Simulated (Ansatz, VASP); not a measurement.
**One calculation of SnSe, two programs**

The input INCAR:

```
SYSTEM = SnSe
  PREC = Accurate
  ENCUT = 600
  EDIFF = 1E-6
  ISMEAR = 0
  SIGMA = 0.02
  LREAL = .False.
  LASPH = .True.
  NELM = 60
  ALGO = Normal
  ISIF = 3
  LWAVE = .False.
  LCHARG = .False.
  IBRION = 2
  NSW = 70
  EDIFFG = -0.005
```

KPOINTS

```
regular mesh
0
Gamma
  10 10 10
  0 0 0
```

Contents of POSCAR:

```
SnSe
1.0
    0.0000000000      2.9887688204      2.9887688204
    2.9887688204      0.0000000000      2.9887688204
    2.9887688204      2.9887688204      0.0000000000
Sn Se
1 1
Direct
    0.0000000000      0.0000000000      0.0000000000
    0.5000000000      0.5000000000      0.5000000000
```

Input for Ansatz:

```yaml
crystal:
  lattice:
    - [0.0, 2.9887688204, 2.9887688204]
    - [2.9887688204, 0.0, 2.9887688204]
    - [2.9887688204, 2.9887688204, 0.0]
  atoms:
    - { symbol: Sn, position: [0.0, 0.0, 0.0] }
    - { symbol: Se, position: [0.5, 0.5, 0.5] }
basis:
  ecutwfc: 420
kpoints:
  mp_grid: { grid: [10, 10, 10] }
hamiltonian:
  xc: lda
scf:
  occupations: { method: gaussian, width: 0.02 }
output:
  forces: true
  stress: true
  eigenvalues: true
relax:
  adjacent_minimum: "off"
  f_tol: 0.005
  max_steps: 50
  cell: { stress_tol: 0.05 }
```

Alike in both runs: task relaxation of cell and atoms; functional LDA; k mesh 10 × 10 × 10; occupations gaussian, width 0.02 eV; no spin polarisation.

|  | VASP | Ansatz |
| --- | --- | --- |
| version | VASP 6.6.1 | Ansatz 0.2.0 |
| potentials or method | VASP PAW LDA potentials, release 64 (Sn_d, Se), cutoff 600 eV | scalar-relativistic, plane waves, PAW |
| valence electrons in the cell | 20 | 30 |

|  | VASP | Ansatz | Ansatz less VASP |
| --- | --- | --- | --- |
| gap on the k mesh at the Fermi level, each at its own relaxed structure (eV) | 0.43 | 0.44 | +0.007 |
| relaxed volume (Å³/atom) | 25.68 | 25.63 | -0.052 |
| relaxed cell length with the largest relative difference (Å) | 4.173 | 4.170 | -0.0028 |

LDA's correlation is that of Perdew and Zunger in VASP and of Perdew and Wang (1992) in Ansatz. VASP's potentials hold 20 valence electrons a cell and Ansatz's 30, so a difference there can come from the potentials and not from the codes.
